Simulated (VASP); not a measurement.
# Zn: single point with r2SCANh

Zn:

```
Zn
1.0
    -1.53701    1.53701    1.53701
     1.53701   -1.53701    1.53701
     1.53701    1.53701   -1.53701
Zn
1
Direct
  0.00000 0.00000 0.00000
```

This isn't the form of Zn at room conditions, which is hcp.

```
Program                            : VASP 6.6.1
Task                               : single point
Functional                         : r2SCANh
Potentials or basis                : VASP PAW PBE potentials, release 64 (Zn)
Cutoff                             : 520 eV
k mesh                             : 6 × 6 × 6
Occupations                        : fermi-dirac, width 0.05 eV
Spin                               : no spin polarisation
Dipole correction                  : no
Grid for exact exchange (PRECFOCK) : Normal
Further INCAR settings             : ALGO = Normal; EDIFF = 1e-06; NBANDS = 12
Share of exact exchange            : 0.1
```

- Pressure: 1.7 GPa
- Band gap on the k mesh: zero (bands 6 and 7 overlap by 5.92 eV)

Levels at points of the mesh, in eV from the Fermi level:
```tsv
k point	band 4	band 5	band 6	band 7	band 8	band 9
(0.00, 0.00, 0.00)	-9.85	-9.29	-9.29	21.30	21.30	21.30
(0.50, 0.00, 0.00)	-9.25	-8.89	-3.99	-1.56	12.50	13.69
(0.50, 0.50, 0.50)	-8.98	-8.98	4.36	4.36	4.36	8.69
```

It took 7.8 min on 1 thread of Intel(R) Xeon(R) Platinum 8259CL CPU @ 2.50GHz (Skylake/Cascade Lake), on a shared host, peak memory 0.13 GiB.

Caveat: the k points lie up to 0.48 Å⁻¹ apart, too coarse for converged energies and pressures of a metal; the PAW data sets were made with another functional, which shifts forces and pressure a little.
